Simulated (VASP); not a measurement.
# SnO2 (Pmn2_1) in VASP: a series of runs

The runs below take SnO2 through single point, with LDA.

All numbers are computed with VASP 6.6.1; they aren't measurements. Logs are shortened: lines on timing, memory, paths and dates and some standing lists are left out, and cuts for length are marked.

**1. The cell of the first run**

The structure is orthorhombic, space group Pmn2_1 (No. 31). The conventional cell has a = 3.189 Å, b = 4.720 Å, c = 4.721 Å, α = 90.00°, β = 90.00°, γ = 90.00°. Within 2.7 Å of Sn (site symmetry m) lie 6 O at 2.05 to 2.08 Å. O (site symmetry m) has 3 Sn at 2.07 to 2.08 Å and 1 O at 2.64 Å within 2.7 Å. Within 2.7 Å of O (site symmetry m) lie 3 Sn at 2.05 to 2.08 Å and 1 O at 2.64 Å.

**2. Single point, LDA (mode 4 frozen in at -0.269 Å and mode 7 at -0.058 Å (largest displacements))**

File INCAR:

```
ALGO = Normal
EDIFF = 1E-7
ENCUT = 520
GGA = CA
ISIF = 2
ISMEAR = 0
LASPH = T
LCHARG = F
LREAL = F
LWAVE = F
NBANDS = 35
NELM = 100
PREC = Accurate
SIGMA = 0.05
```

File KPOINTS:

```
k-points
0
Gamma
  6 6 8
```

File POSCAR:

```
SnO2
1.0
    4.7201335122      0.0000000000      0.0000000000
    0.0000000000      4.7206343096      0.0000000000
    0.0000000000      0.0000000000      3.1888226875
Sn O
2 4
Direct
    0.4978314689      0.4974954351      0.5000000000
    0.0021729791     -0.0025084053      0.0000000000
    0.2576704183      0.3557666013      0.0000000000
    0.7737001582      0.1628311139      0.5000000000
    0.2423130797      0.8557523970      0.5000000000
    0.7262833398      0.6628453182      0.0000000000
```

Potentials or basis: VASP PAW LDA potentials, release 64 (Sn_d, O).

Run with:

```
$ cat potpaw_LDA.64/Sn_d/POTCAR potpaw_LDA.64/O/POTCAR > POTCAR
$ mpirun -np 1 vasp_std > vasp.out
```

OUTCAR:

```text
EDIFF = 1E-7
   ENCUT = 520
   GGA = CA
   ISIF = 2
   ISMEAR = 0
   LASPH = T
   LREAL = F
   NELM = 100
   PREC = Accurate

 ion  position               nearest neighbor table
   1  0.498  0.497  0.500-   4 2.05   3 2.07   3 2.07   6 2.08   6 2.08   5 2.08   2 3.69   2 3.69
                             2 3.69   2 3.69   2 3.71   2 3.71   2 3.71   2 3.71
   2  0.002  0.997  0.000-   6 2.05   5 2.07   5 2.07   4 2.08   4 2.08   3 2.08   1 3.69   1 3.69
                             1 3.69   1 3.69   1 3.71   1 3.71   1 3.71   1 3.71
   3  0.258  0.356  0.000-   1 2.07   1 2.07   2 2.08
   4  0.774  0.163  0.500-   1 2.05   2 2.08   2 2.08
   5  0.242  0.856  0.500-   2 2.07   2 2.07   1 2.08
   6  0.726  0.663  0.000-   2 2.05   1 2.08   1 2.08

  LATTYP: Found a simple orthorhombic cell.
 ALAT       =     3.1888226875
 B/A-ratio  =     1.4802119700
 C/A-ratio  =     1.4803690177

  Lattice vectors:

 A1 = (   0.0000000000,   0.0000000000,   3.1888226875)
 A2 = (   4.7201335122,   0.0000000000,   0.0000000000)
 A3 = (   0.0000000000,   4.7206343096,   0.0000000000)

Analysis of symmetry for initial positions (statically):
=====================================================================
 Subroutine PRICEL returns:
 Original cell was already a primitive cell.

 Routine SETGRP: Setting up the symmetry group for a
 simple orthorhombic supercell.

 Subroutine GETGRP returns: Found  2 space group operations
 (whereof  2 operations were pure point group operations)
 out of a pool of  8 trial point group operations.

The static configuration has the point symmetry C_1h.

Analysis of symmetry for dynamics (positions and initial velocities):
=====================================================================
 Subroutine PRICEL returns:
 Original cell was already a primitive cell.

 Routine SETGRP: Setting up the symmetry group for a
 simple orthorhombic supercell.

 Subroutine GETGRP returns: Found  2 space group operations
 (whereof  2 operations were pure point group operations)
 out of a pool of  8 trial point group operations.

The dynamic configuration has the point symmetry C_1h.

 Subroutine INISYM returns: Found  2 space group operations
 (whereof  2 operations are pure point group operations),
 and found     1 'primitive' translations

[... 104 lines left out ...]
   EDIFFG = 0.1E-05   stopping-criterion for IOM
   NSW    =      0    number of steps for IOM
   IBRION =     -1    ionic relax: 0-MD 1-quasi-New 2-CG
   NFREE  =      0    steps in history (QN), initial steepest desc. (CG)
   ISIF   =      2    stress and relaxation
   ISYM   =      2    0-nonsym 1-usesym 2-fastsym
   POTIM  = 0.5000    time-step for ionic-motion
   TEBEG  =    0.0;   TEEND  =   0.0 temperature during run
   PSTRESS=    0.0 pullay stress
   NELECT =      52.0000    total number of electrons
   NUPDOWN=      -1.0000    fix difference up-down
   EMIN   =  10.00;   EMAX   =-10.00  energy-range for DOS
   EFERMI =   0.00;   METHOD = LEGACY
   ISMEAR =     0;   SIGMA  =   0.05  broadening in eV -4-tet -1-fermi 0-gaus
   EFERMI_NEDOS =   21; number of points for ismear=-14 and -15
   IALGO  =     38    algorithm
   IMIX   =      4    mixing-type and parameters
     AMIX     =   0.40;   BMIX     =  1.00
     AMIX_MAG =   1.60;   BMIX_MAG =  1.00
  volume/ion in A,a.u.               =      11.84        79.92
  Fermi-wavevector in a.u.,A,eV,Ry     =   1.475302  2.787917 29.613299  2.176516
  Thomas-Fermi vector in A             =   2.589968
   LORBIT       =      0    0 simple, 1 ext, 2 COOP (PROOUT), +10 PAW based schemes
   GGA     = CA    functional components
   LHFCALC =     F    Hartree Fock is set to
   AEXX    =    0.0000 exact exchange contribution
   IVDW    =     0    specifies the selected vdW correction
   LEPSILON=     F    determine dielectric tensor
   LRPA    =     F    only Hartree local field effects (RPA)
 non-spin polarized calculation
 Gauss-broadening in eV      SIGMA  =   0.05
  energy-cutoff  :      520.00
  volume of cell :       71.05
 maximum number of plane-waves:      1933
 NGX is ok and might be reduce to    36
   NGX = 17   NGY = 17   NGZ = 11

 number of electron      51.9999989 magnetization

 Free energy of the ion-electron system (eV)
  ---------------------------------------------------
  ext. energy  EPLUGINS =         0.00000000
  ---------------------------------------------------
  free energy    TOTEN  =       -42.13158879 eV

  energy without entropy =      -42.13158879  energy(sigma->0) =      -42.13158879

 E-fermi :   5.9489     XC(G=0): -11.8712

 val. band max:        5.6891574882   @ k =   0.3333   0.0000   0.0000
 cond. band min:       7.1497604286   @ k =   0.0000   0.0000   0.0000
 fundamental gap:      1.4606029404
 Fermi energy:         5.9488780066

 k-point     1 :       0.0000    0.0000    0.0000
  band No.  band energies     occupation
      1     -14.9955      2.00000
      2     -14.2625      2.00000
      3     -14.0320      2.00000
      4     -14.0063      2.00000
      5     -13.9902      2.00000
      6     -13.9188      2.00000
[... 901 lines left out ...]
     34      18.0164      0.00000
     35      19.0213      0.00000

 [... further k-points ...]

------------------------ aborting loop because EDIFF is reached ----------------------------------------

  FORCE on cell =-STRESS in cart. coord.  units (eV):
  Direction    XX          YY          ZZ          XY          YZ          ZX
  --------------------------------------------------------------------------------------
  -------------------------------------------------------------------------------------
  Total       -1.5701333     -0.5354274     -0.9673623     -0.0000307      0.0000000      0.0000000
  in kB      -35.4047954    -12.0733041    -21.8129664     -0.0006913      0.0000000      0.0000000
  external PRESSURE =     -23.0970220 kB  Pullay stress =       0.0000000 kB

 VOLUME and BASIS-vectors are now :
 -----------------------------------------------------------------------------
  energy-cutoff  :      520.00
  volume of cell :       71.05
      direct lattice vectors                 reciprocal lattice vectors
     4.720133512  0.000000000  0.000000000     0.211858414  0.000000000  0.000000000
     0.000000000  4.720634310  0.000000000     0.000000000  0.211835939  0.000000000
     0.000000000  0.000000000  3.188822688     0.000000000  0.000000000  0.313595360

 POSITION                                       TOTAL-FORCE (eV/Angst)
 -----------------------------------------------------------------------------------
      2.34983      2.34849      1.59441         0.042583      0.264950      0.000000
      0.01026      4.70879      0.00000        -0.043147      0.265562      0.000000
      1.21624      1.67944      0.00000         0.430397     -0.235714      0.000000
      3.65197      0.76867      1.59441         0.269528     -0.029584      0.000000
      1.14375      4.03969      1.59441        -0.430097     -0.235308      0.000000
      3.42815      3.12905      0.00000        -0.269263     -0.029906      0.000000
 -----------------------------------------------------------------------------------
    total drift:                                0.000005     -0.000109     -0.000001

  FREE ENERGIE OF THE ION-ELECTRON SYSTEM (eV)
  ---------------------------------------------------
  free  energy   TOTEN  =       -42.1315887926 eV

  energy  without entropy=      -42.1315887926  energy(sigma->0) =      -42.13158879
```

stdout:

```text
POSCAR found type information on POSCAR SnO
 POSCAR found :  2 types and       6 ions
 scaLAPACK will be used
 LDA part: xc-table for (Slater(with rela. corr.)+CA(PZ))
 , standard interpolation
 POSCAR, INCAR and KPOINTS ok, starting setup
 FFT: planning ... GRIDC
 FFT: planning ... GRID_SOFT
 FFT: planning ... GRID
 WAVECAR not read
 entering main loop
```

Run time: 2.8 min. Hardware: 1 thread of Intel Xeon 6975P-C, shared host; peak memory 0.29 GiB.

What came out:

```
Free energy            : -42.1316 eV
Pressure               : -2.3 GPa
Largest force          : 0.491 eV/Å
Band gap on the k mesh : 1.46 eV, indirect (least direct gap 1.54 eV)
```

Forces on the atoms (eV/Å):
```
Sn   0.043  0.265  0.000
Sn  -0.043  0.266  0.000
O    0.430 -0.236  0.000
O    0.270 -0.030  0.000
O   -0.430 -0.235  0.000
O   -0.269 -0.030  0.000
```

Levels at points of the mesh, in eV from the valence-band top:
```tsv
k point	band 23	band 24	band 25	band 26	band 27	band 28	band 29	band 30
(0.00, 0.00, 0.00)	-0.81	-0.44	-0.29	-0.08	1.46	5.91	6.37	6.61
(0.50, 0.00, 0.00)	-0.96	-0.87	-0.09	-0.05	4.06	4.22	6.40	6.53
(0.00, 0.50, 0.00)	-0.90	-0.90	-0.45	-0.45	4.62	4.62	7.70	7.70
(0.50, 0.50, 0.00)	-1.08	-1.08	-0.46	-0.46	4.91	4.91	7.36	7.36
(0.00, 0.00, 0.50)	-1.48	-1.48	-0.68	-0.68	5.99	5.99	9.49	9.49
(0.50, 0.00, 0.50)	-0.74	-0.74	-0.59	-0.59	6.35	6.35	8.21	8.21
(0.00, 0.50, 0.50)	-1.01	-1.01	-0.28	-0.28	6.09	6.09	7.68	7.68
(0.50, 0.50, 0.50)	-0.78	-0.78	-0.37	-0.37	4.82	4.82	8.91	8.91
```

Caveat: the cell differs from its parent crystal (mode 4 frozen in at -0.269 Å and mode 7 at -0.058 Å (largest displacements)); spin-orbit coupling is left out, which moves the levels of the heavy elements. A k mesh can miss the band edges.

(Part 1 of 2 ends here.)
